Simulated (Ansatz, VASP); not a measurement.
## WSe2: VASP beside Ansatz

```
W Se
1.0
    -3.32069    0.00000    0.00000
    -1.66035   -2.87581    0.00000
     0.00000    0.00000   18.25733
W Se
2 4
Cartesian
  -1.6603 -0.9586 3.8143
  -3.3207 -1.9172 11.4430
  -1.6603 -0.9586 9.7650
  -3.3207 -1.9172 2.1363
  -1.6603 -0.9586 13.1210
  -3.3207 -1.9172 5.4923
```

Alike in both runs: task single point; functional PBE; k mesh 9 × 9 × 2; occupations gaussian, width 0.05 eV; no spin polarisation.

|  | VASP | Ansatz |
| --- | --- | --- |
| version | VASP 6.6.1 | Ansatz 0.2.0 |
| potentials or method | VASP PAW PBE potentials, release 64 (W_sv, Se), cutoff 520 eV | scalar-relativistic, plane waves, PAW |
| valence electrons in the cell | 52 | 92 |

|  | VASP | Ansatz | Ansatz less VASP |
| --- | --- | --- | --- |
| gap on the k mesh at the Fermi level (eV) | 1.53 | 1.54 | +0.003 |
| least direct gap on the mesh (eV) | 1.53 | 1.54 | +0.003 |
| rms of the force components (eV/Å) | 0.022 | 0.002 | -0.0203 |

Atom by atom the forces differ by 0.021 eV/Å (rms over components). VASP's potentials hold 52 valence electrons a cell and Ansatz's 92, so a difference there can come from the potentials and not from the codes.

Spin-orbit coupling is off throughout.
